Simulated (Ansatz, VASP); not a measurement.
# SrTl2Zn2 in VASP and in Ansatz

```
Sr Zn Tl
1.0
     2.94215    2.88958    0.82031
     0.04020    1.08023    6.63078
     7.29685   -6.92656   -1.54258
Sr Zn Tl
2 4 4
Direct
  0.99990 0.00008 0.00003
  0.00004 0.99993 0.49997
  0.26518 0.46957 0.06978
  0.26448 0.46971 0.56982
  0.73484 0.53042 0.43022
  0.73554 0.53028 0.93017
  0.63063 0.74226 0.22251
  0.62984 0.74238 0.72255
  0.36940 0.25773 0.27749
  0.37016 0.25763 0.77746
```

Change from the starting cell: cell x2, atoms moved at random (sigma 0.05 Å) and cell strained at random (1.5 %), then relaxed without symmetry.

Alike in both runs: functional PBE; k mesh 4 × 4 × 2; occupations gaussian, width 0.2 eV; no spin polarisation.

Ansatz relaxed the structure, and its values are those at the end. VASP's run is a single point on that final structure, the one shown.

|  | VASP | Ansatz |
| --- | --- | --- |
| version | VASP 6.6.1 | Ansatz 0.2.0 |
| potentials or method | VASP PAW PBE potentials, release 64 (Sr_sv, Zn, Tl_d), cutoff 520 eV | scalar-relativistic, plane waves, PAW |
| valence electrons in the cell | 120 | 120 |

```tsv
	VASP	Ansatz	Ansatz less VASP
gap on the k mesh at the Fermi level (eV)	none	none	-
pressure (GPa)	0.0	-0.1	-0.05
rms of the force components (eV/Å)	0.004	0.004	-0.0005
```

A gap of «none» marks a metal or a gap that the smearing closes. With one functional, cell and mesh, what is left measures potentials, basis and numerics.

The k mesh is coarse, so the values compare programs but aren't converged. Neither program's run includes spin-orbit coupling.
